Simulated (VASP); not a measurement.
Runs of VASP 6.6.1 on Si. The structure is that of space group Fmmm (No. 69), or close to it. The cells are those of the table. 

```csv
cell,gap on the mesh (eV),pressure (GPa),largest force (eV/Å)
"a = 5.751, b = 5.751, c = 5.132 Å, angles 97.3, 97.3, 140.8°, 4 atoms",none,(b),0.79
"a = 5.840, b = 5.840, c = 5.374 Å, angles 96.8, 96.8, 141.4°, 4 atoms",none,-10.0,0.63
"a = 5.673, b = 5.673, c = 5.209 Å, angles 97.2, 97.2, 140.2°, 4 atoms",none,-8.2,0.71
"a = 5.429, b = 5.429, c = 5.121 Å, angles 97.7, 97.7, 138.3°, 4 atoms",none,-5.0,0.55
"a = 5.919, b = 5.919, c = 5.297 Å, angles 96.8, 96.8, 141.9°, 4 atoms",none,(a),0.69
```

Alike in all rows: task single point; level PBE; potentials or basis VASP PAW PBE potentials, release 64 (Si); no spin polarisation; k mesh 10 × 10 × 10; cutoff (eV) 520; smearing gaussian 0.05 eV.

**Question.** Fill in the values left out.

**Answer.** (a) -9.9; (b) -8.1.

Caveats: semilocal functionals underestimate gaps, and a narrow one can read as zero; the stress differs along the axes, from -11 to -2 GPa (at least some runs); the stress differs along the axes, from -14 to -3 GPa (at least some runs); the stress differs along the axes, from -7 to -1 GPa (at least some runs).

A gap of «none» marks levels without a gap at the run's occupations.
